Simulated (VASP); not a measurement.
# HfZrS3 (Pm-3m) in VASP: a series of runs, part 2 of 2

VASP 6.6.1. The steps go on from the part before.

**3. Single point, PBE**

This run uses another cell than the first one, of 22.57 Å³/atom.

INCAR

```
SYSTEM = HfZrS3
PREC = Accurate ; ENCUT = 520
EDIFF = 1E-6 ; ISMEAR = 0
SIGMA = 0.1 ; LREAL = .FALSE.
LASPH = .TRUE. ; NELM = 60
ALGO = Normal ; ISIF = 2
LWAVE = .FALSE. ; LCHARG = .FALSE.
GGA = PE ; NBANDS = 28
```

KPOINTS

```
Automatic mesh
0
G
  4 4 4
  0 0 0
```

POSCAR

```
HfZrS3
1.0
    4.8325831002      0.0000000000      0.0000000000
    0.0000000000      4.8325831002      0.0000000000
    0.0000000000      0.0000000000      4.8325831002
Zr Hf S
1 1 3
Direct
    0.5000000000      0.5000000000      0.5000000000
    0.0000000000      0.0000000000      0.0000000000
    0.5000000000      0.0000000000      0.0000000000
    0.0000000000      0.5000000000      0.0000000000
    0.0000000000      0.0000000000      0.5000000000
```

Potentials or basis: VASP PAW PBE potentials, release 64 (Zr_sv, Hf_pv, S).

Started as:

```sh
$ cat potpaw_PBE.64/Zr_sv/POTCAR potpaw_PBE.64/Hf_pv/POTCAR potpaw_PBE.64/S/POTCAR > POTCAR
$ mpirun -np 1 vasp_std > vasp.out
```

OUTCAR:

```text
SYSTEM = HfZrS3
   PREC = Accurate
   ENCUT = 520
   EDIFF = 1E-6
   ISMEAR = 0
   LREAL = .FALSE.
   LASPH = .TRUE.
   NELM = 60
   ISIF = 2
   GGA = PE

 ion  position               nearest neighbor table
   1  0.500  0.500  0.500-
   2  0.000  0.000  0.000-   3 2.42   4 2.42   5 2.42   5 2.42   4 2.42   3 2.42
   3  0.500  0.000  0.000-   2 2.42   2 2.42
   4  0.000  0.500  0.000-   2 2.42   2 2.42
   5  0.000  0.000  0.500-   2 2.42   2 2.42

  LATTYP: Found a simple cubic cell.
 ALAT       =     4.8325831002

  Lattice vectors:

 A1 = (   4.8325831002,   0.0000000000,   0.0000000000)
 A2 = (   0.0000000000,   4.8325831002,   0.0000000000)
 A3 = (   0.0000000000,   0.0000000000,   4.8325831002)

Analysis of symmetry for initial positions (statically):
=====================================================================
 Subroutine PRICEL returns:
 Original cell was already a primitive cell.

 Routine SETGRP: Setting up the symmetry group for a
 simple cubic supercell.

 Subroutine GETGRP returns: Found 48 space group operations
 (whereof 48 operations were pure point group operations)
 out of a pool of 48 trial point group operations.

The static configuration has the point symmetry O_h .

Analysis of symmetry for dynamics (positions and initial velocities):
=====================================================================
 Subroutine PRICEL returns:
 Original cell was already a primitive cell.

 Routine SETGRP: Setting up the symmetry group for a
 simple cubic supercell.

 Subroutine GETGRP returns: Found 48 space group operations
 (whereof 48 operations were pure point group operations)
 out of a pool of 48 trial point group operations.

The dynamic configuration has the point symmetry O_h .

 Subroutine INISYM returns: Found 48 space group operations
 (whereof 48 operations are pure point group operations),
 and found     1 'primitive' translations

----------------------------------------------------------------------------------------

                                     Primitive cell

  volume of cell :     112.8595

  direct lattice vectors                    reciprocal lattice vectors
     4.832583100  0.000000000  0.000000000     0.206928671  0.000000000  0.000000000
     0.000000000  4.832583100  0.000000000     0.000000000  0.206928671  0.000000000
     0.000000000  0.000000000  4.832583100     0.000000000  0.000000000  0.206928671

  length of vectors
     4.832583100  4.832583100  4.832583100     0.206928671  0.206928671  0.206928671

  position of ions in fractional coordinates (direct lattice)
     0.500000000  0.500000000  0.500000000
     0.000000000  0.000000000  0.000000000
     0.500000000  0.000000000  0.000000000
     0.000000000  0.500000000  0.000000000
     0.000000000  0.000000000  0.500000000

  ion indices of the primitive-cell ions
   primitive index   ion index
                 1           1
                 2           2
                 3           3
                 4           4
                 5           5

----------------------------------------------------------------------------------------

[... 24 lines left out ...]
 Following reciprocal coordinates:
            Coordinates               Weight
  0.000000  0.000000  0.000000      1.000000
  0.250000  0.000000  0.000000      6.000000
  0.500000  0.000000  0.000000      3.000000
  0.250000  0.250000  0.000000     12.000000
  0.500000  0.250000  0.000000     12.000000
  0.500000  0.500000  0.000000      3.000000
  0.250000  0.250000  0.250000      8.000000
  0.500000  0.250000  0.250000     12.000000
  0.500000  0.500000  0.250000      6.000000
  0.500000  0.500000  0.500000      1.000000
   k-points           NKPTS =     10   k-points in BZ     NKDIM =     10   number of bands    NBANDS=     28
   number of dos      NEDOS =    301   number of ions     NIONS =      5
   total plane-waves  NPLWV =  46656
   dimension x,y,z NGX =    36 NGY =   36 NGZ =   36
   dimension x,y,z NGXF=    72 NGYF=   72 NGZF=   72
   ions per type =               1   1   3
   NGX,Y,Z   is equivalent  to a cutoff of  12.38, 12.38, 12.38 a.u.
   NGXF,Y,Z  is equivalent  to a cutoff of  24.77, 24.77, 24.77 a.u.
 SYSTEM =  HfZrS3
   PREC   = accura    normal or accurate (medium, high low for compatibility)
   ISTART =      0    job   : 0-new  1-cont  2-samecut
   ICHARG =      2    charge: 1-file 2-atom 10-const
   ISPIN  =      1    spin polarized calculation?
   LNONCOLLINEAR =      F non collinear calculations
   LSORBIT =      F    spin-orbit coupling
   LASPH  =      T    aspherical Exc in radial PAW
   ENCUT  =  520.0 eV  38.22 Ry    6.18 a.u.   8.99  8.99  8.99*2*pi/ulx,y,z
   NELM   =     60;   NELMIN=  2; NELMDL= -5     # of ELM steps
   EDIFF  = 0.1E-05   stopping-criterion for ELM
   LREAL  =      F    real-space projection
   EDIFFG = 0.1E-04   stopping-criterion for IOM
   NSW    =      0    number of steps for IOM
   IBRION =     -1    ionic relax: 0-MD 1-quasi-New 2-CG
   NFREE  =      0    steps in history (QN), initial steepest desc. (CG)
   ISIF   =      2    stress and relaxation
   ISYM   =      2    0-nonsym 1-usesym 2-fastsym
   POTIM  = 0.5000    time-step for ionic-motion
   TEBEG  =    0.0;   TEEND  =   0.0 temperature during run
   PSTRESS=    0.0 pullay stress
   NELECT =      40.0000    total number of electrons
   NUPDOWN=      -1.0000    fix difference up-down
   EMIN   =  10.00;   EMAX   =-10.00  energy-range for DOS
   EFERMI =   0.00;   METHOD = LEGACY
   ISMEAR =     0;   SIGMA  =   0.10  broadening in eV -4-tet -1-fermi 0-gaus
   EFERMI_NEDOS =   21; number of points for ismear=-14 and -15
   IALGO  =     38    algorithm
   IMIX   =      4    mixing-type and parameters
     AMIX     =   0.40;   BMIX     =  1.00
     AMIX_MAG =   1.60;   BMIX_MAG =  1.00
  volume/ion in A,a.u.               =      22.57       152.32
  Fermi-wavevector in a.u.,A,eV,Ry     =   1.158552  2.189346 18.262318  1.342243
  Thomas-Fermi vector in A             =   2.295153
   LORBIT       =      0    0 simple, 1 ext, 2 COOP (PROOUT), +10 PAW based schemes
   GGA     = PE    functional components
   LHFCALC =     F    Hartree Fock is set to
   AEXX    =    0.0000 exact exchange contribution
   IVDW    =     0    specifies the selected vdW correction
   LEPSILON=     F    determine dielectric tensor
   LRPA    =     F    only Hartree local field effects (RPA)
 non-spin polarized calculation
 Gauss-broadening in eV      SIGMA  =   0.10
  energy-cutoff  :      520.00
  volume of cell :      112.86
 maximum number of plane-waves:      3060
 NGX is ok and might be reduce to    36
   NGX = 17   NGY = 17   NGZ = 17

 number of electron      39.9999994 magnetization

 Free energy of the ion-electron system (eV)
  ---------------------------------------------------
  ext. energy  EPLUGINS =         0.00000000
  ---------------------------------------------------
  free energy    TOTEN  =       -33.69999161 eV

  energy without entropy =      -33.67229657  energy(sigma->0) =      -33.68614409

 E-fermi :   6.0995     XC(G=0):  -9.9563

 val. band max:        6.0937105315   @ k =   0.2500   0.2500   0.0000
 cond. band min:       6.1176765835   @ k =   0.2500   0.2500   0.2500
 fundamental gap:      0.0239660521
 Fermi energy:         6.0995040949

 k-point     1 :       0.0000    0.0000    0.0000
  band No.  band energies     occupation
      1     -45.0139      2.00000
      2     -25.3655      2.00000
      3     -25.3655      2.00000
      4     -25.3655      2.00000
      5     -22.9422      2.00000
      6     -22.9422      2.00000
[... 299 lines left out ...]
     27       9.5598      0.00000
     28       9.5598      0.00000

------------------------ aborting loop because EDIFF is reached ----------------------------------------

  FORCE on cell =-STRESS in cart. coord.  units (eV):
  Direction    XX          YY          ZZ          XY          YZ          ZX
  --------------------------------------------------------------------------------------
  -------------------------------------------------------------------------------------
  Total       -0.2467520     -0.2467520     -0.2467520     -0.0000000      0.0000000      0.0000000
  in kB       -3.5029453     -3.5029453     -3.5029453     -0.0000000      0.0000000      0.0000000
  external PRESSURE =      -3.5029453 kB  Pullay stress =       0.0000000 kB

 VOLUME and BASIS-vectors are now :
 -----------------------------------------------------------------------------
  energy-cutoff  :      520.00
  volume of cell :      112.86
      direct lattice vectors                 reciprocal lattice vectors
     4.832583100  0.000000000  0.000000000     0.206928671  0.000000000  0.000000000
     0.000000000  4.832583100  0.000000000     0.000000000  0.206928671  0.000000000
     0.000000000  0.000000000  4.832583100     0.000000000  0.000000000  0.206928671

 POSITION                                       TOTAL-FORCE (eV/Angst)
 -----------------------------------------------------------------------------------
      2.41629      2.41629      2.41629         0.000000      0.000000      0.000000
      0.00000      0.00000      0.00000         0.000000      0.000000      0.000000
      2.41629      0.00000      0.00000         0.000000      0.000000      0.000000
      0.00000      2.41629      0.00000         0.000000      0.000000      0.000000
      0.00000      0.00000      2.41629         0.000000      0.000000      0.000000
 -----------------------------------------------------------------------------------
    total drift:                                0.000000      0.000000      0.000000

  FREE ENERGIE OF THE ION-ELECTRON SYSTEM (eV)
  ---------------------------------------------------
  free  energy   TOTEN  =       -33.6999916077 eV

  energy  without entropy=      -33.6722965729  energy(sigma->0) =      -33.68614409
```

stdout:

```text
POSCAR found type information on POSCAR ZrHfS
 POSCAR found :  3 types and       5 ions
 scaLAPACK will be used
 LDA part: xc-table for (Slater+PW92), standard interpolation
 POSCAR, INCAR and KPOINTS ok, starting setup
 FFT: planning ... GRIDC
 FFT: planning ... GRID_SOFT
 FFT: planning ... GRID
 WAVECAR not read
 entering main loop
```

It took 36 s on 1 thread of Intel Xeon 8259CL, shared host; peak memory 0.22 GiB.

Results:

* Free energy: -33.7000 eV
* Pressure: -0.4 GPa
* Band gap on the k mesh: zero (bands 20 and 21 overlap by 1.14 eV)

Levels at points of the mesh, in eV from the Fermi level:
| k point | band 16 | band 17 | band 18 | band 19 | band 20 | band 21 | band 22 | band 23 | band 24 | band 25 |
| --- | --- | --- | --- | --- | --- | --- | --- | --- | --- | --- |
| (0.00, 0.00, 0.00) | -2.56 | -1.68 | -1.68 | -1.68 | -0.96 | -0.96 | -0.96 | -0.62 | -0.62 | -0.19 |
| (0.50, 0.00, 0.00) | -4.10 | -3.61 | -2.09 | -2.09 | -0.16 | -0.12 | 0.16 | 0.93 | 1.19 | 1.19 |
| (0.50, 0.50, 0.00) | -3.53 | -3.53 | -3.32 | -1.50 | 0.05 | 0.21 | 0.92 | 0.99 | 0.99 | 2.23 |
| (0.50, 0.50, 0.50) | -5.17 | -1.18 | -1.18 | -1.18 | -0.11 | 0.04 | 0.04 | 0.04 | 0.35 | 0.35 |

Caveat: spin-orbit coupling is left out, which moves the levels of the heavy elements.

**4. Relaxation of cell and atoms, PBE**

INCAR

```
ALGO = Normal ; EDIFF = 1E-6
EDIFFG = -0.04 ; ENCUT = 600
GGA = PE ; IBRION = 2
ISIF = 3 ; ISMEAR = 0
LASPH = True ; LCHARG = False
LREAL = False ; LWAVE = False
NELM = 100 ; NSW = 90
PREC = Accurate ; SIGMA = 0.1
```

KPOINTS

```
k-points
0
Gamma
  4 4 4
```

POSCAR, as its differences from that of step 3:

```diff
@@ -2,5 +2,5 @@
 1.0
-    4.8325831002      0.0000000000      0.0000000000
-    0.0000000000      4.8325831002      0.0000000000
-    0.0000000000      0.0000000000      4.8325831002
+    4.7480088300      0.0000000000      0.0000000000
+    0.0000000000      4.7480088300      0.0000000000
+    0.0000000000      0.0000000000      4.7480088300
 Zr Hf S
```

Started as:

```sh
$ cat potpaw_PBE.64/Zr_sv/POTCAR potpaw_PBE.64/Hf_pv/POTCAR potpaw_PBE.64/S/POTCAR > POTCAR
$ mpirun -np 1 vasp_std > vasp.out
```

Run time: 2 min. Hardware: 1 thread of Intel Xeon 8259CL, shared host; peak memory 0.27 GiB.

The run converged. Its results:

| Item | Value |
| --- | --- |
| Free energy | -33.6940 eV |
| Relaxed volume | 22.48 Å³/atom |
| Relaxed cell | a = 4.826 Å, b = 4.826 Å, c = 4.826 Å, α = 90.00°, β = 90.00°, γ = 90.00° |
| Space group after relaxing (to 0.1 Å) | Pm-3m (No. 221) |
| Energy gained by relaxing | 15.1 meV/atom |
| Ionic steps | 3 |
| Pressure after relaxing | 0.0 GPa |

The path:
```
step  energy change (eV)  largest force (eV/Å)  pressure (GPa)  volume (Å³)
   1              0.0000                0.0000            4.74       107.04
   2             -0.0234                0.0000           -3.35       117.14
   3             -0.0754                0.0000           -0.02       112.38
```

Final structure:
```
Zr Hf S
1.0
     4.82580    0.00000    0.00000
     0.00000    4.82580    0.00000
     0.00000    0.00000    4.82580
Zr Hf S
1 1 3
Direct
  0.50000 0.50000 0.50000
  0.00000 0.00000 0.00000
  0.50000 0.00000 0.00000
  0.00000 0.50000 0.00000
  0.00000 0.00000 0.50000
```

Levels at points of the mesh, in eV from the Fermi level:
```csv
k point,band 16,band 17,band 18,band 19,band 20,band 21,band 22,band 23,band 24
"(0.00, 0.00, 0.00)",-2.59,-1.70,-1.70,-1.70,-0.98,-0.98,-0.98,-0.63,-0.63
"(0.50, 0.00, 0.00)",-4.14,-3.64,-2.10,-2.10,-0.18,-0.12,0.16,0.93,1.20
"(0.50, 0.50, 0.00)",-3.55,-3.55,-3.33,-1.52,0.05,0.21,0.92,0.99,0.99
"(0.50, 0.50, 0.50)",-5.20,-1.19,-1.19,-1.19,-0.13,0.04,0.04,0.04,0.35
```

Caveat: the highest band is partly filled, so the run has too few bands; spin-orbit coupling is left out, which moves the levels of the heavy elements.

**5. The runs side by side**

| task | cell | cutoff (eV) | gap on the mesh (eV) | pressure (GPa) |
| --- | --- | --- | --- | --- |
| single point | a = 4.748 Å, 5 atoms | 520 | none | 4.8 |
| single point | a = 4.833 Å, 5 atoms | 520 | none | -0.4 |
| relaxation of cell and atoms | relaxed from a = 4.748 Å, 5 atoms | 600 | - | 0.0 |

Alike in all rows: level PBE; potentials or basis VASP PAW PBE potentials, release 64 (Zr_sv, Hf_pv, S); no spin polarisation; k mesh 4 × 4 × 4; smearing gaussian 0.1 eV.

Caveats: spin-orbit coupling is left out, which moves the levels of the heavy elements; the cell stands under pressure (at least some runs); the highest band is partly filled, so the run has too few bands (at least some runs).

Absolute energies hang on the potentials; compare differences alone.
